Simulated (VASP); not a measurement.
# C (P4/mmm) in VASP: a series of runs, part 2 of 2

VASP 6.6.1. Earlier steps stand in the parts before.

### 5 Relaxation of cell and atoms, PBE

File INCAR:

```
PREC = Accurate
ENCUT = 600
EDIFF = 1E-6
ISMEAR = 0
SIGMA = 0.1
LREAL = False
LASPH = True
NELM = 80
ALGO = Normal
ISIF = 3
LWAVE = False
LCHARG = False
GGA = PE
IBRION = 2
NSW = 100
EDIFFG = -0.01
```

File KPOINTS:

```
Automatic mesh
0
Gamma
  32 32 28
```

File POSCAR:

```
C
1.0
    1.6874639396      0.0000000000      0.0000000000
    0.0000000000      1.6874639396      0.0000000000
    0.0000000000      0.0000000000      2.0129885264
C
1
Direct
    0.5000000000      0.5000000000      0.0000000000
```

Potentials or basis: VASP PAW PBE potentials, release 64 (C).

The run is started by

```console
cat potpaw_PBE.64/C/POTCAR > POTCAR
mpirun -np 1 vasp_std > vasp.out
```

OUTCAR:

```text
PREC = Accurate
   ENCUT = 600
   EDIFF = 1E-6
   ISMEAR = 0
   LREAL = False
   LASPH = True
   NELM = 80
   ISIF = 3
   GGA = PE
   IBRION = 2
   NSW = 100
   EDIFFG = -0.01

 ion  position               nearest neighbor table
   1  0.500  0.500  0.000-

  LATTYP: Found a simple tetragonal cell.
 ALAT       =     1.6874639396
 C/A-ratio  =     1.1929075811

  Lattice vectors:

 A1 = (   1.6874639396,   0.0000000000,   0.0000000000)
 A2 = (   0.0000000000,   1.6874639396,   0.0000000000)
 A3 = (   0.0000000000,   0.0000000000,   2.0129885264)

Analysis of symmetry for initial positions (statically):
=====================================================================
 Subroutine PRICEL returns:
 Original cell was already a primitive cell.

 Routine SETGRP: Setting up the symmetry group for a
 simple tetragonal supercell.

 Subroutine GETGRP returns: Found 16 space group operations
 (whereof 16 operations were pure point group operations)
 out of a pool of 16 trial point group operations.

The static configuration has the point symmetry D_4h.

[... 167 lines left out ...]
  -------------------------------------------------------------------------------------
  Total        0.0432117      0.0432117      0.0788607      0.0000000      0.0000000      0.0000000
  in kB       12.0781919     12.0781919     22.0424997      0.0000000      0.0000000      0.0000000
  external PRESSURE =      15.3996279 kB  Pullay stress =       0.0000000 kB
[... 127 lines left out ...]
--------------------------------------- Ionic step        5  -------------------------------------------

 number of electron       4.0000000 magnetization

 Free energy of the ion-electron system (eV)
  ---------------------------------------------------
  ext. energy  EPLUGINS =         0.00000000
  ---------------------------------------------------
  free energy    TOTEN  =        -6.50754212 eV

  energy without entropy =       -6.50645500  energy(sigma->0) =       -6.50699856

 E-fermi :  10.1167     XC(G=0): -13.5677

 val. band max:       10.1149862388   @ k =   0.3437   0.0312   0.3214
 cond. band min:      10.1192837341   @ k =   0.4062   0.0938   0.3214
 fundamental gap:      0.0042974953
 Fermi energy:        10.1167030812

 k-point     1 :       0.0000    0.0000    0.0000
  band No.  band energies     occupation
      1     -11.5096      2.00000
      2      12.7383      0.00000
      3      22.7468      0.00000
      4      22.7468      0.00000
      5      27.2323      0.00000
      6      39.9382      0.00000
[... 199 lines left out ...]
 k-point    24 :       0.2187    0.0312    0.0000
  band No.  band energies     occupation
      1      -9.4254      2.00000
      2      13.3115      0.00000
      3      14.4538      0.00000
      4      23.7792      0.00000
      5      29.8469      0.00000
      6      44.0823      0.00000

 [... further k-points ...]

------------------------ aborting loop because EDIFF is reached ----------------------------------------

  FORCE on cell =-STRESS in cart. coord.  units (eV):
  Direction    XX          YY          ZZ          XY          YZ          ZX
  --------------------------------------------------------------------------------------
  -------------------------------------------------------------------------------------
  Total        0.0048445      0.0048445      0.0057434      0.0000000      0.0000000     -0.0000000
  in kB        1.3371327      1.3371327      1.5852474      0.0000000      0.0000000     -0.0000000
  external PRESSURE =       1.4198376 kB  Pullay stress =       0.0000000 kB
[... 16 lines left out ...]
  FREE ENERGIE OF THE ION-ELECTRON SYSTEM (eV)
  ---------------------------------------------------
  free  energy   TOTEN  =        -6.5075421216 eV

  energy  without entropy=       -6.5064549978  energy(sigma->0) =       -6.50699856

 reached required accuracy - stopping structural energy minimisation
```

OSZICAR:

```text
N       E                     dE             d eps       ncg     rms          rms(c)
DAV:   1    -0.249732400489E+01   -0.24973E+01   -0.26594E+03 30660   0.696E+02
DAV:   2    -0.653395956222E+01   -0.40366E+01   -0.37307E+01 34182   0.563E+01
[... 28 lines left out ...]
       N       E                     dE             d eps       ncg     rms          rms(c)
DAV:   1    -0.650955040445E+01   -0.22859E-02   -0.13207E-01 31404   0.306E+00    0.243E-01
DAV:   2    -0.650812279817E+01    0.14276E-02   -0.21164E-03 33324   0.462E-01    0.130E-01
DAV:   3    -0.650754109457E+01    0.58170E-03   -0.13520E-03 34212   0.267E-01    0.150E-02
DAV:   4    -0.650754223877E+01   -0.11442E-05   -0.17666E-05 32520   0.504E-02    0.123E-02
DAV:   5    -0.650754212164E+01    0.11713E-06   -0.22601E-06 32130   0.134E-02
   5 F= -.65075421E+01 E0= -.65069986E+01  d E =-.453483E-03
```

CONTCAR:

```text
C
   1.00000000000000
     1.6845389785330183    0.0000000000000000    0.0000000000000000
     0.0000000000000000    1.6845389785330183    0.0000000000000000
     0.0000000000000000    0.0000000000000000    2.0456049788586812
  C
     1
Direct
     0.5000000000000000    0.5000000000000000    0.0000000000000000

  0.00000000E+00  0.00000000E+00  0.00000000E+00
```

Run time: 3.1 min. Hardware: 1 thread of Intel Xeon 8259CL, shared host; peak memory 0.19 GiB.

Results:

```yaml
Free_energy: -6.5075 eV
Relaxed_volume: 5.80 Å³/atom
Relaxed_cell: a = 1.685 Å, b = 1.685 Å, c = 2.046 Å, α = 90.00°, β = 90.00°, γ = 90.00°
Space_group_after_relaxing_to_0.1_Å: P4/mmm (No. 123)
Energy_gained_by_relaxing: 0.6 meV/atom
Ionic_steps: 5
Pressure_after_relaxing: 0.1 GPa
Band_gap_on_the_k_mesh: zero (bands 2 and 3 overlap by 8.72 eV)
```

The path:
| step | energy change (eV) | largest force (eV/Å) | pressure (GPa) | volume (Å³) |
| --- | --- | --- | --- | --- |
| 1 | 0.0000 | 0.0000 | 1.54 | 5.73 |
| 2 | -0.0002 | 0.0000 | -0.89 | 5.78 |
| 3 | -0.0002 | 0.0000 | -0.30 | 5.77 |
| 4 | -0.0004 | 0.0000 | -0.26 | 5.78 |
| 5 | -0.0006 | 0.0000 | 0.14 | 5.80 |

Final structure:
```cif
data_structure
_symmetry_space_group_name_H-M 'P 1'
_symmetry_Int_Tables_number 1
_cell_length_a 1.6845
_cell_length_b 1.6845
_cell_length_c 2.0456
_cell_angle_alpha 90.000
_cell_angle_beta 90.000
_cell_angle_gamma 90.000
_cell_volume 5.80
loop_
_atom_site_label
_atom_site_type_symbol
_atom_site_fract_x
_atom_site_fract_y
_atom_site_fract_z
_atom_site_occupancy
C1 C 0.50000 0.50000 0.00000 1
```

Levels at points of the mesh, in eV from the Fermi level:
| k point | band 1 | band 2 | band 3 | band 4 | band 5 |
| --- | --- | --- | --- | --- | --- |
| (0.00, 0.00, 0.00) | -21.63 | 2.62 | 12.63 | 12.63 | 17.12 |
| (0.50, 0.00, 0.00) | -11.72 | -10.40 | 7.79 | 16.40 | 25.58 |
| (0.50, 0.50, 0.00) | -4.71 | -4.71 | 1.69 | 10.22 | 11.95 |
| (0.00, 0.00, 0.50) | -16.13 | -11.81 | 13.98 | 13.98 | 30.24 |
| (0.50, 0.00, 0.50) | -8.50 | -4.67 | -3.81 | 8.02 | 17.37 |
| (0.50, 0.50, 0.50) | -2.30 | -2.30 | 2.78 | 8.46 | 15.86 |

### 6 Summary

```tsv
task	spin	cell	k mesh	cutoff (eV)	gap on the mesh (eV)	pressure (GPa)
single point	collinear	a = 1.687, b = 1.687, c = 2.013 Å, 1 atom, atomic positions A	10 × 10 × 8	520	none	3.8
single point	off	a = 2.386, b = 2.386, c = 2.013 Å, 2 atoms, atomic positions B	10 × 8 × 10	520	none	0.2
single point	off	a = 1.684, b = 1.684, c = 2.049 Å, 1 atom, atomic positions A	32 × 32 × 28	520	none	0.2
relaxation of cell and atoms	off	relaxed from a = 1.687, b = 1.687, c = 2.013 Å, 1 atom, atomic positions A	32 × 32 × 28	600	none	0.1
```

Alike in all rows: level PBE; potentials or basis VASP PAW PBE potentials, release 64 (C); smearing gaussian 0.1 eV.

Caveats: some runs use coarse meshes.

Total energies depend on the potentials used, so only differences within one code and one set of settings carry meaning.
